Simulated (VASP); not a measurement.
# Al16O23 (a cell with a defect) in VASP: a series of runs

Runs on Al16O23 (a cell with a defect). Level: PBEsol. Tasks: single point.

Everything below comes from runs of VASP 6.6.1. Logs are shortened: lines on timing, memory, paths and dates and some standing lists are left out, and cuts for length are marked.

### 1 The cell of the first run

The cell holds a defect, 39 atoms: a = 7.015 Å, b = 7.015 Å, c = 7.015 Å, α = 85.77°, β = 85.77°, γ = 85.77°.

### 2 Single point, PBEsol

INCAR

```
PREC = Accurate
ENCUT = 520
EDIFF = 1E-7
ISMEAR = 0
SIGMA = 0.01
LREAL = Auto
LASPH = T
NELM = 100
ALGO = Normal
ISIF = 2
LWAVE = F
LCHARG = F
GGA = PS
NBANDS = 118
```

KPOINTS

```
Automatic mesh
0
Gamma
  2 2 2
  0.5 0.5 0.5
```

POSCAR

```
Al16O23
1.0
   -4.7738611806     -2.7561900377      4.3382851430
    4.7738611806     -2.7561900377      4.3382851430
    0.0000000000      5.5123800754      4.3382851430
Al O
16 23
Direct
    0.1494409475      0.1484797797      0.1456166711
    0.6481931736      0.6473655250      0.1485848140
    0.6481659330      0.1479643642      0.6479085249
    0.1447689704      0.6490775998      0.6470407724
    0.3526344750      0.3518068264      0.3514151860
    0.8515202203      0.8505590525      0.3543833289
    0.8520356358      0.3518340670      0.8520914751
    0.3509224002      0.8552310296      0.8529592276
    0.6340215581      0.6429625654      0.6530840567
    0.1493588911      0.1490994426      0.6495150085
    0.1479702174      0.6479366876      0.1480080524
    0.6486741018      0.1470936478      0.1477389963
    0.8509005574      0.8506411089      0.8504849915
    0.3570374346      0.3659784419      0.8469159433
    0.3520633124      0.8520297826      0.3519919476
    0.8529063522      0.3513258982      0.3522610037
    0.9035557665      0.0964442335      0.7500000000
    0.9034819843      0.5966314107      0.2507106948
    0.4033685893      0.0965180157      0.2492893052
    0.4036984701      0.2499768203      0.5959028974
    0.9013421857      0.7498062266      0.5984396203
    0.9037027619      0.2498728771      0.0969962138
    0.4030970642      0.7488393113      0.0957539371
    0.5959311696      0.7489941386      0.4035403163
    0.0982243243      0.2495939560      0.4029015236
    0.0992275628      0.7487062188      0.9019854910
    0.5980123068      0.2497528815      0.9026587724
    0.7502471185      0.4019876932      0.5973412276
    0.2512937812      0.9007724372      0.5980145090
    0.2510058614      0.4040688304      0.0964596837
    0.7504060440      0.9017756757      0.0970984764
    0.2511606887      0.5969029358      0.4042460629
    0.7501271229      0.0962972381      0.4030037862
    0.7500231797      0.5963015299      0.9040971026
    0.2501937734      0.0986578143      0.9015603797
    0.5976745986      0.4023254014      0.2500000000
    0.0975852153      0.9024147847      0.2500000000
    0.0973250742      0.4042287511      0.7488779684
    0.5957712489      0.9026749258      0.7511220316
```

Potentials or basis: VASP PAW PBE potentials, release 64 (Al, O).

Run with:

```
cat potpaw_PBE.64/Al/POTCAR potpaw_PBE.64/O/POTCAR > POTCAR
mpirun -np 1 vasp_std > vasp.out
```

OUTCAR:

```text
PREC = Accurate
   ENCUT = 520
   EDIFF = 1E-7
   ISMEAR = 0
   LREAL = Auto
   LASPH = T
   NELM = 100
   ISIF = 2
   GGA = PS

 ion  position               nearest neighbor table
   1  0.149  0.148  0.146-  35 1.85  22 1.86  37 1.87  19 1.97  30 1.98  25 1.99   5 2.66  15 2.80
                            16 2.81  14 2.87   8 3.20   7 3.22   6 3.26
   2  0.648  0.647  0.149-  34 1.86  36 1.86  23 1.86  31 1.97  24 1.97  18 1.98   6 2.66  15 2.80
                            16 2.80  13 2.80   5 3.22   7 3.23   8 3.24
   3  0.648  0.148  0.648-  20 1.86  33 1.86  39 1.87  28 1.97  27 1.97  17 1.98   7 2.65  13 2.80
                            16 2.80  14 2.81   8 3.22   6 3.22   5 3.23
   4  0.145  0.649  0.647-  21 1.84  38 1.85  32 1.86  26 1.96  29 1.96   8 2.68  14 2.75  13 2.78
                            15 2.80   6 3.20   7 3.22   5 3.24
   5  0.353  0.352  0.351-  20 1.86  36 1.86  32 1.86  25 1.97  30 1.97  19 1.98   1 2.66  11 2.80
                            12 2.80  10 2.80   2 3.22   3 3.23   4 3.24
   6  0.852  0.851  0.354-  21 1.85  33 1.86  37 1.87  18 1.97  24 1.98  31 1.99   2 2.66  11 2.80
                            12 2.81   9 2.87   4 3.20   3 3.22   1 3.26
   7  0.852  0.352  0.852-  34 1.86  22 1.86  38 1.87  27 1.97  28 1.97  17 1.98   3 2.65  10 2.80
                            12 2.80   9 2.81   4 3.22   1 3.22   2 3.23
   8  0.351  0.855  0.853-  35 1.84  39 1.85  23 1.86  29 1.96  26 1.96   4 2.68   9 2.75  10 2.78
                            11 2.80   1 3.20   3 3.22   2 3.24
   9  0.634  0.643  0.653-  28 1.88  24 1.88  39 1.99  34 1.99  21 2.07  13 2.70   8 2.75   7 2.81
[... 36 lines left out ...]
  38  0.097  0.404  0.749-   4 1.85   7 1.87  10 1.97  14 1.99
  39  0.596  0.903  0.751-   8 1.85   3 1.87  13 1.97   9 1.99

  LATTYP: Found a trigonal (rhomboedric) cell.
 ALAT       =     7.0147738436
 COS(alpha) =     0.0737201434

  Lattice vectors:

 A1 = (  -4.7738611806,  -2.7561900377,   4.3382851430)
 A2 = (   4.7738611806,  -2.7561900377,   4.3382851430)
 A3 = (   0.0000000000,   5.5123800754,   4.3382851430)

Analysis of symmetry for initial positions (statically):
=====================================================================
 Subroutine PRICEL returns:
 Original cell was already a primitive cell.

 Routine SETGRP: Setting up the symmetry group for a
 trigonal (rhombohedral) supercell.

 Subroutine GETGRP returns: Found  2 space group operations
 (whereof  1 operations were pure point group operations)
 out of a pool of 12 trial point group operations.

The static configuration has the point symmetry C_1 .
 The point group associated with its full space group is C_2 .

Analysis of symmetry for dynamics (positions and initial velocities):
=====================================================================
 Subroutine PRICEL returns:
[... 174 lines left out ...]
   NUPDOWN=      -1.0000    fix difference up-down
   EMIN   =  10.00;   EMAX   =-10.00  energy-range for DOS
   EFERMI =   0.00;   METHOD = LEGACY
   ISMEAR =     0;   SIGMA  =   0.01  broadening in eV -4-tet -1-fermi 0-gaus
   EFERMI_NEDOS =   21; number of points for ismear=-14 and -15
   IALGO  =     38    algorithm
   IMIX   =      4    mixing-type and parameters
     AMIX     =   0.40;   BMIX     =  1.00
     AMIX_MAG =   1.60;   BMIX_MAG =  1.00
  volume/ion in A,a.u.               =       8.78        59.26
  Fermi-wavevector in a.u.,A,eV,Ry     =   1.335661  2.524034 24.272677  1.783991
  Thomas-Fermi vector in A             =   2.464348
   LORBIT       =      0    0 simple, 1 ext, 2 COOP (PROOUT), +10 PAW based schemes
   GGA     = PS    functional components
   LHFCALC =     F    Hartree Fock is set to
   AEXX    =    0.0000 exact exchange contribution
   IVDW    =     0    specifies the selected vdW correction
   LEPSILON=     F    determine dielectric tensor
   LRPA    =     F    only Hartree local field effects (RPA)
 non-spin polarized calculation
 Gauss-broadening in eV      SIGMA  =   0.01
  energy-cutoff  :      520.00
  volume of cell :      342.49
 maximum number of plane-waves:      9235
 NGX is ok and might be reduce to    54
   NGX = 27   NGY = 27   NGZ = 27

 number of electron     185.9999938 magnetization

 Free energy of the ion-electron system (eV)
  ---------------------------------------------------
  ext. energy  EPLUGINS =         0.00000000
  ---------------------------------------------------
  free energy    TOTEN  =      -302.52722606 eV

  energy without entropy =     -302.52722606  energy(sigma->0) =     -302.52722606

 E-fermi :   8.2608     XC(G=0): -11.8047

 val. band max:        8.2028676737   @ k =   0.2500   0.2500  -0.2500
 cond. band min:      12.5398912830   @ k =   0.2500   0.2500  -0.2500
 fundamental gap:      4.3370236093
 Fermi energy:         8.2608143625

 k-point     1 :       0.2500    0.2500    0.2500
  band No.  band energies     occupation
      1     -13.0182      2.00000
      2     -12.3108      2.00000
      3     -12.2665      2.00000
      4     -12.1675      2.00000
      5     -11.7630      2.00000
      6     -11.7301      2.00000
[... 313 lines left out ...]
    104      15.6173      0.00000
    105      15.6944      0.00000
 [bands above 105 left out]

------------------------ aborting loop because EDIFF is reached ----------------------------------------

  FORCE on cell =-STRESS in cart. coord.  units (eV):
  Direction    XX          YY          ZZ          XY          YZ          ZX
  --------------------------------------------------------------------------------------
  -------------------------------------------------------------------------------------
  Total        0.0667601     -2.8612606     -1.4297451      0.0000000      0.9614815      0.0000000
  in kB        0.3123050    -13.3850410     -6.6883796      0.0000000      4.4978319      0.0000000
  external PRESSURE =      -6.5870385 kB  Pullay stress =       0.0000000 kB

 VOLUME and BASIS-vectors are now :
 -----------------------------------------------------------------------------
  energy-cutoff  :      520.00
  volume of cell :      342.49
      direct lattice vectors                 reciprocal lattice vectors
    -4.773861181 -2.756190038  4.338285143    -0.104737021 -0.060469947  0.076835275
     4.773861181 -2.756190038  4.338285143     0.104737021 -0.060469947  0.076835275
     0.000000000  5.512380075  4.338285143     0.000000000  0.120939895  0.076835275

 POSITION                                       TOTAL-FORCE (eV/Angst)
 -----------------------------------------------------------------------------------
     -0.00459     -0.01843      1.92419         0.001228      0.003445      0.010777
     -0.00395     -2.75175      6.26511        -0.002710      0.001732     -0.001401
     -2.38789      1.37723      6.26465         0.002180     -0.000579      0.001513
      2.40750      1.37874      6.25098        -0.009241      0.000059     -0.005937
     -0.00395     -0.00444      4.58061        -0.002710     -0.001732      0.001401
     -0.00459     -2.73776      8.92152         0.001228     -0.003445     -0.010777
[... 31 lines left out ...]
      1.46512      2.74572      5.42473         0.000790     -0.011267      0.004668
      1.46512      0.01047      9.75927         0.000790      0.011267     -0.004668
 -----------------------------------------------------------------------------------
    total drift:                                0.001147      0.000000      0.000000

  FREE ENERGIE OF THE ION-ELECTRON SYSTEM (eV)
  ---------------------------------------------------
  free  energy   TOTEN  =      -302.5272260643 eV

  energy  without entropy=     -302.5272260643  energy(sigma->0) =     -302.52722606
```

stdout:

```text
POSCAR found type information on POSCAR AlO
 POSCAR found :  2 types and      39 ions
 scaLAPACK will be used
 -----------------------------------------------------------------------------
|                                                                             |
|                                                                             |
|     You enforced a specific xc type in the INCAR file but a different       |
|     I HOPE YOU KNOW WHAT YOU ARE DOING!                                     |
|                                                                             |
 -----------------------------------------------------------------------------

 LDA part: xc-table for (Slater+PW92), standard interpolation
 POSCAR, INCAR and KPOINTS ok, starting setup
 FFT: planning ... GRIDC
 FFT: planning ... GRID_SOFT
 FFT: planning ... GRID
 WAVECAR not read
 entering main loop
```

Run time: 9.1 min. Hardware: 1 thread of Oxide Virtual Turin-like, shared host; peak memory 0.37 GiB.

What came out:

```
Free energy            : -302.5272 eV
Pressure               : -0.7 GPa
Largest force          : 0.012 eV/Å
Band gap on the k mesh : 4.34 eV
```

Forces on the atoms (eV/Å):
```
Al   0.001  0.003  0.011
Al  -0.003  0.002 -0.001
Al   0.002 -0.001  0.002
Al  -0.009  0.000 -0.006
Al  -0.003 -0.002  0.001
Al   0.001 -0.003 -0.011
Al   0.002  0.001 -0.002
Al  -0.009  0.000  0.006
Al  -0.003 -0.010  0.003
Al   0.000 -0.010  0.007
Al  -0.003  0.003  0.000
Al   0.004 -0.001  0.007
Al   0.000  0.010 -0.007
Al  -0.003  0.010 -0.003
Al  -0.003 -0.003  0.000
Al   0.004  0.001 -0.007
O   -0.001  0.000  0.000
O    0.001  0.001  0.004
O    0.001 -0.001 -0.004
O    0.005 -0.002  0.002
O    0.008  0.002  0.000
O   -0.002  0.002 -0.003
O    0.003  0.001 -0.001
O   -0.007  0.007  0.002
O    0.001  0.002 -0.004
O   -0.004 -0.008  0.000
O    0.003 -0.003  0.000
O    0.003  0.003  0.000
O   -0.004  0.008  0.000
O   -0.007 -0.007 -0.002
O    0.001 -0.002  0.004
O    0.003 -0.001  0.001
O   -0.002 -0.002  0.003
O    0.005  0.002 -0.002
O    0.008 -0.002  0.000
O   -0.006  0.000  0.000
O    0.008  0.000  0.000
O    0.001 -0.011  0.005
O    0.001  0.011 -0.005
```

Stress tensor (GPa, compression positive):
```
 0.03  0.00  0.00
 0.00 -1.34  0.45
 0.00  0.45 -0.67
```

Levels at points of the mesh, in eV from the valence-band top:
```tsv
k point	band 90	band 91	band 92	band 93	band 94	band 95	band 96	band 97
(0.25, 0.25, 0.25)	-2.77	-2.61	-2.53	-0.06	4.35	4.78	5.00	5.70
```

Caveat: the PAW data sets were made with another functional, which shifts forces and pressure a little.

### 3 Single point, PBEsol

INCAR

```
ALGO     = Normal         # electronic algorithm
EDIFF    = 1E-6           # SCF threshold, eV
ENCUT    = 520            # plane-wave cutoff, eV
GGA      = PS             # functional
ISIF     = 2              # what is computed and relaxed
ISMEAR   = 0              # smearing method
LASPH    = T              # aspherical terms in the spheres
LCHARG   = F              # write CHGCAR
LREAL    = Auto         
LWAVE    = F              # write WAVECAR
NBANDS   = 118            # bands
NELECT   = 184.0        
NELM     = 60             # most SCF steps
PREC     = Accurate       # precision mode
SIGMA    = 0.01           # smearing width, eV
```

KPOINTS is that of step 2.

POSCAR

```
Al16O23
1.0
   -4.7738611806     -2.7561900377      4.3382851430
    4.7738611806     -2.7561900377      4.3382851430
    0.0000000000      5.5123800754      4.3382851430
Al O
16 23
Direct
    0.1413333448      0.1469654593      0.1592745936
    0.6484576838      0.6452155098      0.1457082498
    0.6480647094      0.1474847016      0.6457732299
    0.1288967054      0.6517442582      0.6375741119
    0.3547844902      0.3515423162      0.3542917502
    0.8530345407      0.8586666552      0.3407254064
    0.8525152984      0.3519352906      0.8542267701
    0.3482557418      0.8711032946      0.8624258881
    0.6788216326      0.6585977662      0.6348273826
    0.1429966645      0.1444588819      0.6418280134
    0.1496809492      0.6443933001      0.1469046703
    0.6457658854      0.1508530396      0.1497482074
    0.8555411181      0.8570033355      0.8581719866
    0.3414022338      0.3211783674      0.8651726174
    0.3556066999      0.8503190508      0.3530953297
    0.8491469604      0.3542341146      0.3502517926
    0.9007351349      0.0992648651      0.7500000000
    0.9041985271      0.5984441889      0.2477651337
    0.4015558111      0.0958014729      0.2522348663
    0.4011828411      0.2525540249      0.6045625617
    0.9037013418      0.7658980589      0.5907918226
    0.9011256885      0.2508694887      0.0974233549
    0.4044681761      0.7437118583      0.0896837110
    0.5983015988      0.7482498977      0.4020358301
    0.0955162613      0.2503895884      0.4040404876
    0.1093161581      0.7413768904      0.8953334683
    0.5920176030      0.2502146349      0.9019575652
    0.7497853651      0.4079823970      0.5980424348
    0.2586231096      0.8906838419      0.6046665317
    0.2517501023      0.4016984012      0.0979641699
    0.7496104116      0.9044837387      0.0959595124
    0.2562881417      0.5955318239      0.4103162890
    0.7491305113      0.0988743115      0.4025766451
    0.7474459751      0.5988171589      0.8954374383
    0.2341019411      0.0962986582      0.9092081774
    0.5968356833      0.4031643167      0.2500000000
    0.1010127812      0.8989872188      0.2500000000
    0.1046869099      0.4086246592      0.7501877417
    0.5913753408      0.8953130901      0.7498122583
```

Potentials or basis: VASP PAW PBE potentials, release 64 (Al, O).

Run with:

```
cat potpaw_PBE.64/Al/POTCAR potpaw_PBE.64/O/POTCAR > POTCAR
mpirun -np 1 vasp_std > vasp.out
```

Run time: 5.8 min. Hardware: 1 thread of Oxide Virtual Turin-like, shared host; peak memory 0.37 GiB.

Results (log left out):

```yaml
Free_energy: -319.9312 eV
Largest_force: 0.042 eV/Å
```

Forces on the atoms (eV/Å):
```
Al   0.000 -0.019 -0.010
Al   0.000 -0.015  0.021
Al  -0.004  0.005  0.013
Al  -0.007 -0.012 -0.007
Al   0.000  0.015 -0.021
Al   0.000  0.019  0.010
Al  -0.004 -0.005 -0.013
Al  -0.007  0.012  0.007
Al   0.007  0.007 -0.030
Al  -0.020  0.027  0.026
Al  -0.004  0.009  0.012
Al  -0.015 -0.004 -0.003
Al  -0.020 -0.027 -0.026
Al   0.007 -0.007  0.030
Al  -0.004 -0.009 -0.012
Al  -0.015  0.004  0.003
O    0.007  0.000  0.000
O    0.005 -0.008  0.001
O    0.005  0.008 -0.001
O    0.006 -0.007 -0.005
O    0.015 -0.014  0.021
O    0.001  0.014  0.011
O    0.000  0.008 -0.005
O    0.003 -0.003  0.000
O    0.003 -0.001  0.000
O   -0.001  0.005 -0.001
O   -0.010 -0.009  0.019
O   -0.010  0.009 -0.019
O   -0.001 -0.005  0.001
O    0.003  0.003  0.000
O    0.003  0.001  0.000
O    0.000 -0.008  0.005
O    0.001 -0.014 -0.011
O    0.006  0.007  0.005
O    0.015  0.014 -0.021
O    0.020  0.000  0.000
O   -0.005  0.000  0.000
O    0.010  0.008 -0.010
O    0.010 -0.008  0.010
```

Levels at points of the mesh, in eV from the Fermi level:
```tsv
k point	band 88	band 89	band 90	band 91	band 92	band 93	band 94	band 95	band 96	band 97
(0.25, 0.25, 0.25)	-0.32	-0.28	-0.26	-0.11	-0.07	3.54	7.00	7.57	7.99	8.59
```

Caveat: the cell carries a net charge on a neutralising background, which shifts energy and pressure; the cell is charged against a uniform background, so pressure and absolute levels hang on convention; the PAW data sets were made with another functional, which shifts forces and pressure a little.
